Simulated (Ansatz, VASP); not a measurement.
# NbAsO5 in VASP and in Ansatz

Contents of INCAR:

```
PREC     = Accurate       # precision mode
ENCUT    = 520            # plane-wave cutoff, eV
EDIFF    = 1E-6           # SCF threshold, eV
ISMEAR   = 1              # smearing method
SIGMA    = 0.0544         # smearing width, eV
LREAL    = False          # projectors in reciprocal space
LASPH    = True           # aspherical terms in the spheres
NELM     = 80             # most SCF steps
ALGO     = Normal         # electronic algorithm
ISIF     = 2              # what is computed and relaxed
LWAVE    = False          # write WAVECAR
LCHARG   = False          # write CHGCAR
GGA      = PE             # functional
NBANDS   = 61             # bands
```

The input KPOINTS:

```
regular mesh
0
Gamma
  4 4 6
```

The input POSCAR:

```
NbAsO5
1.0
    6.5118750000      0.0000000000      0.0000000000
    0.0000000000      6.5118750000      0.0000000000
    0.0000000000      0.0000000000      4.1801760000
Nb O As
2 10 2
Direct
    0.2500000000      0.2500000000      0.7818000000
    0.7500000000      0.7500000000      0.2182000000
    0.2500000000      0.2500000000      0.2058000000
    0.7500000000      0.7500000000      0.7942000000
    0.7694000000      0.4443000000      0.2866000000
    0.0557000000      0.7694000000      0.2866000000
    0.7306000000      0.0557000000      0.2866000000
    0.4443000000      0.7306000000      0.2866000000
    0.2306000000      0.5557000000      0.7134000000
    0.9443000000      0.2306000000      0.7134000000
    0.2694000000      0.9443000000      0.7134000000
    0.5557000000      0.2694000000      0.7134000000
    0.2500000000      0.7500000000      0.5000000000
    0.7500000000      0.2500000000      0.5000000000
```

Input for Ansatz:

```yaml
crystal:
  lattice:
    - [6.511875, 0.0, 0.0]
    - [0.0, 6.511875, 0.0]
    - [0.0, 0.0, 4.180176]
  atoms:
    - { symbol: Nb, position: [0.25, 0.25, 0.7818] }
    - { symbol: Nb, position: [0.75, 0.75, 0.2182] }
    - { symbol: O, position: [0.25, 0.25, 0.2058] }
    - { symbol: O, position: [0.75, 0.75, 0.7942] }
    - { symbol: As, position: [0.25, 0.75, 0.5] }
    - { symbol: As, position: [0.75, 0.25, 0.5] }
    - { symbol: O, position: [0.7694, 0.4443, 0.2866] }
    - { symbol: O, position: [0.0557, 0.7694, 0.2866] }
    - { symbol: O, position: [0.7306, 0.0557, 0.2866] }
    - { symbol: O, position: [0.4443, 0.7306, 0.2866] }
    - { symbol: O, position: [0.2306, 0.5557, 0.7134] }
    - { symbol: O, position: [0.9443, 0.2306, 0.7134] }
    - { symbol: O, position: [0.2694, 0.9443, 0.7134] }
    - { symbol: O, position: [0.5557, 0.2694, 0.7134] }
  symmetry: { tolerance: 0.0003 }
kpoints:
  mp_grid: { grid: [4, 4, 6], shift: [0, 0, 0] }
  band_path:
    path:
      - [0.0, 0.0, 0.0]
      - [0.0, 0.5, 0.0]
      - [0.5, 0.5, 0.0]
      - [0.0, 0.0, 0.0]
      - [0.0, 0.0, 0.5]
      - [0.0, 0.5, 0.5]
      - [0.5, 0.5, 0.5]
      - [0.0, 0.0, 0.5]
      - [0.0, 0.5, 0.0]
      - [0.0, 0.5, 0.5]
      - [0.5, 0.5, 0.0]
    npoints: 6
magnetization:
  spin_polarized: false
scf:
  occupations: { method: methfessel_paxton, width: 0.0544 }
  lower_state_search: "off"
  max_iter: 200
hamiltonian:
  pseudopotentials: { kind: paw }
  xc: pbe
basis:
  ecutwfc: 420
  fft_grid_basis: typed
output:
  forces: true
  stress: true
  eigenvalues: true
  bader: true
  populations: true
  elf: true
  write_potential: true
  volumetric_format: npy
  dos:
    e_range: [-12, 8]
    de: 0.05
    projected: { site_lists: { As: [As], Nb: [Nb], O: [O] } }
checkpoint:
  read: saved_state
```

Alike in both runs: task single point; functional PBE; k mesh 4 × 4 × 6; occupations methfessel-paxton of order 1, width 0.0544 eV; no spin polarisation.

```csv
,VASP,Ansatz
version,VASP 6.6.1,Ansatz 0.2.0
potentials or method,"VASP PAW PBE potentials, release 64 (Nb_sv, O, As), cutoff 520 eV",PAW plane waves
valence electrons in the cell,96,116
```

|  | VASP | Ansatz | Ansatz less VASP |
| --- | --- | --- | --- |
| gap on the k mesh at the Fermi level (eV) | 3.52 | 3.52 | +0.005 |
| rms of the force components (eV/Å) | 3.949 | 3.505 | -0.4444 |

VASP's potentials hold 96 valence electrons a cell and Ansatz's 116, so a difference there can come from the potentials and not from the codes.
